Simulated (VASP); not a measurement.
# Ag (Fm-3m) in VASP: settings compared

Aim: see how the results for Ag move with the level of theory and the settings. Levels: revPBE+D3(BJ), r2SCAN+D4, r2SCAN. Tasks: single point, relaxation of cell and atoms.

All numbers are computed with VASP 6.6.1; they aren't measurements. Logs are shortened: lines on timing, memory, paths and dates and some standing lists are left out, and cuts for length are marked.

## 1. The cell of the first run

The structure is cubic, space group Fm-3m (No. 225). Conventional cell: a = 4.042 Å, b = 4.042 Å, c = 4.042 Å, α = 90.00°, β = 90.00°, γ = 90.00°. Ag (site symmetry m-3m) has 12 Ag at 2.86 Å within 3.8 Å.

## 2. Single point, revPBE+D3(BJ)

INCAR reads:

```
SYSTEM = Ag
ALGO = Normal
EDIFF = 1E-7
ENCUT = 520
GGA = RE
ISIF = 2
ISMEAR = -1
IVDW = 12
LASPH = .TRUE.
LCHARG = .FALSE.
LREAL = .FALSE.
LWAVE = .FALSE.
NBANDS = 12
NELM = 100
PREC = Accurate
SIGMA = 0.1
```

KPOINTS reads:

```
k-points
0
G
  13 13 13
  0 0 0
```

POSCAR reads:

```
Ag
1.0
    0.0000000000      2.0212099812      2.0212099812
    2.0212099812      0.0000000000      2.0212099812
    2.0212099812      2.0212099812      0.0000000000
Ag
1
Direct
    0.0000000000      0.0000000000      0.0000000000
```

Potentials or basis: VASP PAW PBE potentials, release 64 (Ag).

On the command line:

```bash
$ cat potpaw_PBE.64/Ag/POTCAR > POTCAR
$ mpirun -np 1 vasp_std > vasp.out
```

OUTCAR:

```text
SYSTEM = Ag
   EDIFF = 1E-7
   ENCUT = 520
   GGA = RE
   ISIF = 2
   ISMEAR = -1
   IVDW = 12
   LASPH = .TRUE.
   LREAL = .FALSE.
   NELM = 100
   PREC = Accurate
 IVDW          = 12

 ion  position               nearest neighbor table
   1  0.000  0.000  0.000-

  LATTYP: Found a face centered cubic cell.
 ALAT       =     4.0424199624

  Lattice vectors:

 A1 = (   0.0000000000,   2.0212099812,   2.0212099812)
 A2 = (   2.0212099812,   0.0000000000,   2.0212099812)
 A3 = (   2.0212099812,   2.0212099812,   0.0000000000)

Analysis of symmetry for initial positions (statically):
=====================================================================
 Subroutine PRICEL returns:
 Original cell was already a primitive cell.

 Routine SETGRP: Setting up the symmetry group for a
 face centered cubic supercell.

 Subroutine GETGRP returns: Found 48 space group operations
[... 9 lines left out ...]

 Routine SETGRP: Setting up the symmetry group for a
 face centered cubic supercell.

 Subroutine GETGRP returns: Found 48 space group operations
[... 11 lines left out ...]
                                     Primitive cell

  volume of cell :      16.5145

  direct lattice vectors                    reciprocal lattice vectors
     0.000000000  2.021209981  2.021209981    -0.247376574  0.247376574  0.247376574
     2.021209981  0.000000000  2.021209981     0.247376574 -0.247376574  0.247376574
     2.021209981  2.021209981  0.000000000     0.247376574  0.247376574 -0.247376574

  length of vectors
     2.858422568  2.858422568  2.858422568     0.428468794  0.428468794  0.428468794

  position of ions in fractional coordinates (direct lattice)
     0.000000000  0.000000000  0.000000000

  ion indices of the primitive-cell ions
   primitive index   ion index
                 1           1

----------------------------------------------------------------------------------------

 KPOINTS: k-points

Automatic generation of k-mesh.
 Grid dimensions read from file:
 generate k-points for:   13   13   13

 Generating k-lattice:

  Cartesian coordinates                     Fractional coordinates (reciprocal lattice)
    -0.019028967  0.019028967  0.019028967     0.076923077  0.000000000  0.000000000
     0.019028967 -0.019028967  0.019028967     0.000000000  0.076923077  0.000000000
     0.019028967  0.019028967 -0.019028967     0.000000000  0.000000000  0.076923077
[... 59 lines left out ...]
   EDIFFG = 0.1E-05   stopping-criterion for IOM
   NSW    =      0    number of steps for IOM
   IBRION =     -1    ionic relax: 0-MD 1-quasi-New 2-CG
   NFREE  =      0    steps in history (QN), initial steepest desc. (CG)
   ISIF   =      2    stress and relaxation
   ISYM   =      2    0-nonsym 1-usesym 2-fastsym
   POTIM  = 0.5000    time-step for ionic-motion
   TEBEG  =    0.0;   TEEND  =   0.0 temperature during run
   PSTRESS=    0.0 pullay stress
   NELECT =      11.0000    total number of electrons
   NUPDOWN=      -1.0000    fix difference up-down
   EMIN   =  10.00;   EMAX   =-10.00  energy-range for DOS
   EFERMI =   0.00;   METHOD = LEGACY
   ISMEAR =    -1;   SIGMA  =   0.10  broadening in eV -4-tet -1-fermi 0-gaus
   EFERMI_NEDOS =   21; number of points for ismear=-14 and -15
   IALGO  =     38    algorithm
   IMIX   =      4    mixing-type and parameters
     AMIX     =   0.40;   BMIX     =  1.00
     AMIX_MAG =   1.60;   BMIX_MAG =  1.00
  volume/ion in A,a.u.               =      16.51       111.45
  Fermi-wavevector in a.u.,A,eV,Ry     =   1.429720  2.701779 27.811655  2.044099
  Thomas-Fermi vector in A             =   2.549643
   LORBIT       =      0    0 simple, 1 ext, 2 COOP (PROOUT), +10 PAW based schemes
   GGA     = RE    functional components
   LHFCALC =     F    Hartree Fock is set to
   AEXX    =    0.0000 exact exchange contribution
   IVDW    =    12    specifies the selected vdW correction
   LEPSILON=     F    determine dielectric tensor
   LRPA    =     F    only Hartree local field effects (RPA)
 non-spin polarized calculation
  energy-cutoff  :      520.00
  volume of cell :       16.51
 maximum number of plane-waves:       459
 NGX is ok and might be reduce to    24
   NGX = 11   NGY = 11   NGZ = 11

 number of electron      11.0000001 magnetization

 Free energy of the ion-electron system (eV)
  ---------------------------------------------------
  ext. energy  EPLUGINS =         0.00000000
  ---------------------------------------------------
  free energy    TOTEN  =        -2.23857421 eV

  energy without entropy =       -2.22925067  energy(sigma->0) =       -2.23391244

 E-fermi :   9.1602     XC(G=0): -12.3102

 val. band max:        8.9970808280   @ k =  -0.4615   0.0769   0.0000
 cond. band min:       9.2273147378   @ k =   0.4615   0.3077   0.0000
 fundamental gap:      0.2302339099
 Fermi energy:         9.1601718708

 k-point     1 :       0.0000    0.0000    0.0000
  band No.  band energies     occupation
      1       0.9989      2.00000
      2       4.0379      2.00000
      3       4.0379      2.00000
      4       4.0379      2.00000
      5       5.1269      2.00000
      6       5.1269      2.00000
      7      25.0608      0.00000
      8      28.8566      0.00000
      9      28.8566      0.00000
     10      28.8566      0.00000
     11      33.6941      0.00000
     12      35.0925      0.00000
[... 331 lines left out ...]
 k-point    24 :       0.4615    0.1538    0.0000
  band No.  band energies     occupation
      1       2.7618      2.00000
      2       3.8256      2.00000
      3       4.4234      2.00000
      4       4.6645      2.00000
      5       5.9890      2.00000
      6       8.6281      1.99027
      7      14.8560      0.00000
      8      23.4826      0.00000
      9      24.7796      0.00000
     10      25.8652      0.00000
     11      34.2736      0.00000
     12      34.3502      0.00000

 [... further k-points ...]

------------------------ aborting loop because EDIFF is reached ----------------------------------------

 Edisp (eV)   -1.16424

 E8    (eV) :    -0.8163

  FORCE on cell =-STRESS in cart. coord.  units (eV):
  Direction    XX          YY          ZZ          XY          YZ          ZX
  --------------------------------------------------------------------------------------
  -------------------------------------------------------------------------------------
  Total      -0.01874    -0.01874    -0.01874    -0.00000    -0.00000     0.00000
  in kB      -1.81819    -1.81819    -1.81819    -0.00000    -0.00000     0.00000
  external pressure =       -1.82 kB  Pullay stress =        0.00 kB

 VOLUME and BASIS-vectors are now :
 -----------------------------------------------------------------------------
  energy-cutoff  :      520.00
  volume of cell :       16.51
      direct lattice vectors                 reciprocal lattice vectors
     0.000000000  2.021209981  2.021209981    -0.247376574  0.247376574  0.247376574
     2.021209981  0.000000000  2.021209981     0.247376574 -0.247376574  0.247376574
     2.021209981  2.021209981  0.000000000     0.247376574  0.247376574 -0.247376574

 POSITION                                       TOTAL-FORCE (eV/Angst)
 -----------------------------------------------------------------------------------
      0.00000      0.00000      0.00000         0.000000      0.000000      0.000000
 -----------------------------------------------------------------------------------
    total drift:                                0.000000      0.000000     -0.000000

  FREE ENERGIE OF THE ION-ELECTRON SYSTEM (eV)
  ---------------------------------------------------
  free  energy   TOTEN  =        -3.4028149396 eV

  energy  without entropy=       -3.3934913926  energy(sigma->0) =       -3.39815317
```

OSZICAR:

```text
N       E                     dE             d eps       ncg     rms          rms(c)
DAV:   1     0.526121035534E+02    0.52612E+02   -0.55425E+03  2028   0.840E+02
DAV:   2    -0.160533035671E+01   -0.54217E+02   -0.51192E+02  2340   0.195E+02
DAV:   3    -0.246423166474E+01   -0.85890E+00   -0.85855E+00  2388   0.257E+01
DAV:   4    -0.246682271673E+01   -0.25911E-02   -0.25909E-02  2332   0.151E+00
DAV:   5    -0.246684256444E+01   -0.19848E-04   -0.19848E-04  2420   0.117E-01    0.561E+00
DAV:   6    -0.225015328650E+01    0.21669E+00   -0.79534E-01  2224   0.814E+00    0.365E+00
DAV:   7    -0.224118035629E+01    0.89729E-02   -0.13939E-02  2340   0.112E+00    0.200E+00
DAV:   8    -0.223856159906E+01    0.26188E-02   -0.83610E-04  2240   0.218E-01    0.106E-01
DAV:   9    -0.223856662573E+01   -0.50267E-05   -0.86270E-06  2404   0.233E-02    0.286E-02
DAV:  10    -0.223857504367E+01   -0.84179E-05   -0.61912E-06  2284   0.247E-02    0.870E-03
DAV:  11    -0.223857428764E+01    0.75603E-06   -0.12549E-07  2348   0.305E-03    0.633E-04
DAV:  12    -0.223857421309E+01    0.74550E-07   -0.58546E-09  1252   0.712E-04
   1 F= -.34028149E+01 E0= -.33981532E+01  d E =-.932355E-02
```

Run time: 13 s. Hardware: 1 thread of Intel Xeon 8259CL, shared host; peak memory 0.16 GiB.

Results:

- Free energy: -3.4028 eV
- Pressure: -0.2 GPa
- Dispersion energy per atom: -1.164 eV

Caveat: the PAW data sets were made with another functional, which shifts forces and pressure a little; pairwise dispersion overbinds metals, which lowers pressure and volume.

## 3. Single point, r2SCAN+D4

This run uses another cell than the first one, of 17.01 Å³/atom, 1.030 times its volume.

POSCAR reads:

```
Ag
1.0
    0.0000000000      2.0413731221      2.0413731221
    2.0413731221      0.0000000000      2.0413731221
    2.0413731221      2.0413731221      0.0000000000
Ag
1
Direct
    0.0000000000      0.0000000000      0.0000000000
```

INCAR.step1 reads:

```
PREC = Accurate
ENCUT = 520
ISMEAR = -1
SIGMA = 0.1
LREAL = False
LASPH = True
NELM = 100
NBANDS = 12
GGA = PE
ALGO = Normal
EDIFF = 1E-4
LWAVE = True
LCHARG = False
```

INCAR.step2 reads:

```
PREC = Accurate
ENCUT = 520
EDIFF = 1E-7
ISMEAR = -1
SIGMA = 0.1
LREAL = False
LASPH = True
NELM = 100
ALGO = Normal
ISIF = 2
LWAVE = False
LCHARG = True
METAGGA = R2SCAN
LMIXTAU = True
IVDW = 13
VDW_S6 = 1.0
VDW_S8 = 0.6018749
VDW_A1 = 0.51559235
VDW_A2 = 5.77342911
LELF = True
LVHAR = True
NBANDS = 12
ISTART = 1
```

KPOINTS reads:

```
regular mesh
0
Gamma
  13 13 13
```

Potentials or basis: VASP PAW PBE potentials, release 64 (Ag).

On the command line:

```bash
$ cat potpaw_PBE.64/Ag/POTCAR > POTCAR
$ cp INCAR.step1 INCAR
$ mpirun -np 1 vasp_std > vasp.out
$ cp INCAR.step2 INCAR
$ mpirun -np 1 vasp_std > vasp.out
```

Run time: 69 s. Hardware: 1 thread of Intel Xeon 8259CL, shared host; peak memory 0.16 GiB.

The run converged. Its results:

| Quantity | Value |
| --- | --- |
| Free energy | -21.5557 eV |
| Pressure | 0.1 GPa |
| Dispersion energy per atom | -0.197 eV |

Levels at points of the mesh, in eV from the Fermi level:
```csv
k point,band 3,band 4,band 5,band 6,band 7,band 8,band 9,band 10
"(0.00, 0.00, 0.00)",-5.32,-5.32,-4.27,-4.27,16.49,20.23,20.23,20.23
```

Caveat: the PAW data sets were made with another functional, which shifts forces and pressure a little; pairwise dispersion overbinds metals, which lowers pressure and volume.

## 4. Single point, r2SCAN

This run uses another cell than the first one, of 17.28 Å³/atom, 1.046 times its volume.

POSCAR reads:

```
Ag
1.0
    0.0000000000      2.0519153507      2.0519153507
    2.0519153507      0.0000000000      2.0519153507
    2.0519153507      2.0519153507      0.0000000000
Ag
1
Direct
    0.0000000000      0.0000000000      0.0000000000
```

INCAR.step1 reads:

```
  PREC = Accurate
  ENCUT = 520
  ISMEAR = -1
  SIGMA = 0.1
  LREAL = F
  LASPH = T
  NELM = 60
  NBANDS = 12
  GGA = PE
  ALGO = Normal
  EDIFF = 1E-4
  LWAVE = T
  LCHARG = F
```

INCAR.step2 reads:

```
  PREC = Accurate
  ENCUT = 520
  EDIFF = 1E-6
  ISMEAR = -1
  SIGMA = 0.1
  LREAL = F
  LASPH = T
  NELM = 60
  ALGO = Normal
  ISIF = 2
  LWAVE = F
  LCHARG = F
  METAGGA = R2SCAN
  LMIXTAU = T
  NBANDS = 12
  ISTART = 1
```

KPOINTS is that of step 3.

Potentials or basis: VASP PAW PBE potentials, release 64 (Ag).

On the command line:

```bash
$ cat potpaw_PBE.64/Ag/POTCAR > POTCAR
$ cp INCAR.step1 INCAR
$ mpirun -np 1 vasp_std > vasp.out
$ cp INCAR.step2 INCAR
$ mpirun -np 1 vasp_std > vasp.out
```

OUTCAR:

```text
PREC = Accurate
   ENCUT = 520
   EDIFF = 1E-6
   ISMEAR = -1
   LREAL = F
   LASPH = T
   NELM = 60
   ISIF = 2
   METAGGA = R2SCAN
   ISTART = 1

 ion  position               nearest neighbor table
   1  0.000  0.000  0.000-

  LATTYP: Found a face centered cubic cell.
 ALAT       =     4.1038307014

  Lattice vectors:

 A1 = (   0.0000000000,   2.0519153507,   2.0519153507)
 A2 = (   2.0519153507,   0.0000000000,   2.0519153507)
 A3 = (   2.0519153507,   2.0519153507,   0.0000000000)

Analysis of symmetry for initial positions (statically):
=====================================================================
 Subroutine PRICEL returns:
 Original cell was already a primitive cell.

 Routine SETGRP: Setting up the symmetry group for a
 face centered cubic supercell.

 Subroutine GETGRP returns: Found 48 space group operations
[... 9 lines left out ...]

 Routine SETGRP: Setting up the symmetry group for a
 face centered cubic supercell.

 Subroutine GETGRP returns: Found 48 space group operations
[... 11 lines left out ...]
                                     Primitive cell

  volume of cell :      17.2786

  direct lattice vectors                    reciprocal lattice vectors
     0.000000000  2.051915351  2.051915351    -0.243674769  0.243674769  0.243674769
     2.051915351  0.000000000  2.051915351     0.243674769 -0.243674769  0.243674769
     2.051915351  2.051915351  0.000000000     0.243674769  0.243674769 -0.243674769

  length of vectors
     2.901846518  2.901846518  2.901846518     0.422057081  0.422057081  0.422057081

  position of ions in fractional coordinates (direct lattice)
     0.000000000  0.000000000  0.000000000

  ion indices of the primitive-cell ions
   primitive index   ion index
                 1           1

----------------------------------------------------------------------------------------

 KPOINTS: regular mesh

Automatic generation of k-mesh.
[... 90 lines left out ...]
   LORBIT       =      0    0 simple, 1 ext, 2 COOP (PROOUT), +10 PAW based schemes
   METAGGA = R2SCAN    functional components
   LHFCALC =     F    Hartree Fock is set to
   AEXX    =    0.0000 exact exchange contribution
   IVDW    =     0    specifies the selected vdW correction
   LEPSILON=     F    determine dielectric tensor
   LRPA    =     F    only Hartree local field effects (RPA)
 non-spin polarized calculation
  energy-cutoff  :      520.00
  volume of cell :       17.28
 maximum number of plane-waves:       487
 NGX is ok and might be reduce to    24
   NGX = 11   NGY = 11   NGZ = 11

 number of electron      10.9999999 magnetization

 Free energy of the ion-electron system (eV)
  ---------------------------------------------------
  ext. energy  EPLUGINS =         0.00000000
  ---------------------------------------------------
  free energy    TOTEN  =       -21.36053907 eV

  energy without entropy =      -21.35035137  energy(sigma->0) =      -21.35544522

 E-fermi :   8.4147     XC(G=0): -12.8777

 val. band max:        8.3846697904   @ k =  -0.4615   0.0769   0.0000
 cond. band min:       8.4467916328   @ k =  -0.3077   0.2308   0.0000
 fundamental gap:      0.0621218424
 Fermi energy:         8.4146933612

 k-point     1 :       0.0000    0.0000    0.0000
  band No.  band energies     occupation
      1       0.3894      2.00000
      2       3.1545      2.00000
      3       3.1545      2.00000
      4       3.1545      2.00000
      5       4.1741      2.00000
      6       4.1741      2.00000
      7      24.8658      0.00000
      8      28.5148      0.00000
      9      28.5148      0.00000
     10      28.5148      0.00000
     11      33.4468      0.00000
     12      34.4041      0.00000
[... 331 lines left out ...]
 k-point    24 :       0.4615    0.1538    0.0000
  band No.  band energies     occupation
      1       1.9731      2.00000
      2       2.9626      2.00000
      3       3.5196      2.00000
      4       3.8008      2.00000
      5       4.9951      2.00000
      6       7.8775      1.99075
      7      14.0741      0.00000
      8      22.9838      0.00000
      9      24.1867      0.00000
     10      25.3475      0.00000
     11      33.8695      0.00000
     12      33.9003      0.00000

 [... further k-points ...]

------------------------ aborting loop because EDIFF is reached ----------------------------------------

  FORCE on cell =-STRESS in cart. coord.  units (eV):
  Direction    XX          YY          ZZ          XY          YZ          ZX
  --------------------------------------------------------------------------------------
  -------------------------------------------------------------------------------------
  Total        0.0113890      0.0113890      0.0113890     -0.0000000      0.0000000     -0.0000000
  in kB        1.0560550      1.0560550      1.0560550     -0.0000000      0.0000000     -0.0000000
  external PRESSURE =       1.0560550 kB  Pullay stress =       0.0000000 kB

 VOLUME and BASIS-vectors are now :
 -----------------------------------------------------------------------------
  energy-cutoff  :      520.00
  volume of cell :       17.28
      direct lattice vectors                 reciprocal lattice vectors
     0.000000000  2.051915351  2.051915351    -0.243674769  0.243674769  0.243674769
     2.051915351  0.000000000  2.051915351     0.243674769 -0.243674769  0.243674769
     2.051915351  2.051915351  0.000000000     0.243674769  0.243674769 -0.243674769

 POSITION                                       TOTAL-FORCE (eV/Angst)
 -----------------------------------------------------------------------------------
      0.00000      0.00000      0.00000         0.000000      0.000000      0.000000
 -----------------------------------------------------------------------------------
    total drift:                               -0.000000      0.000000      0.000000

  FREE ENERGIE OF THE ION-ELECTRON SYSTEM (eV)
  ---------------------------------------------------
  free  energy   TOTEN  =       -21.3605390744 eV

  energy  without entropy=      -21.3503513664  energy(sigma->0) =      -21.35544522
```

Run time: 72 s. Hardware: 1 thread of Intel Xeon 8259CL, shared host; peak memory 0.15 GiB.

Results:

| Item | Value |
| --- | --- |
| Free energy | -21.3605 eV |
| Pressure | 0.1 GPa |

Caveat: the PAW data sets were made with another functional, which shifts forces and pressure a little.

[end of part 1 of 2]
